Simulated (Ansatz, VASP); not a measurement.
# Two plane-wave programs on MgS5

```
Mg S
1.0
     3.38220    0.00000    0.00000
    -1.69110    2.92907    0.00000
     0.00000    0.00000   17.09123
Mg S
1 5
Direct
  0.00000 0.00000 0.00000
  0.66667 0.33333 0.83495
  0.00000 0.00000 0.66732
  0.66667 0.33333 0.50000
  0.00000 0.00000 0.33268
  0.66667 0.33333 0.16505
```

Change from the starting cell: species swapped into the Mg5Cd type (P-6m2, No. 187).

Alike in both runs: task relaxation of cell and atoms; functional PBE; k mesh 6 × 6 × 1; occupations gaussian, width 0.1 eV; no spin polarisation.

|  | VASP | Ansatz |
| --- | --- | --- |
| version | VASP 6.6.1 | Ansatz 0.2.0 |
| potentials or method | VASP PAW PBE potentials, release 64 (Mg, S), cutoff 600 eV | scalar-relativistic, plane waves, PAW |
| valence electrons in the cell | 32 | 40 |

```tsv
	VASP	Ansatz	Ansatz less VASP
gap on the k mesh at the Fermi level, each at its own relaxed structure (eV)	none	none	-
relaxed volume (Å³/atom)	24.48	21.61	-2.866
relaxed cell length with the largest relative difference (Å)	10.017	14.549	+4.5321
```

A gap of «none» marks a metal or a gap that the smearing closes. One of these differences is far larger than is usual between the two programs; its cause wasn't traced. VASP's potentials hold 32 valence electrons a cell and Ansatz's 40, so a difference there can come from the potentials and not from the codes.

The k mesh is coarse, so the values compare programs but aren't converged.
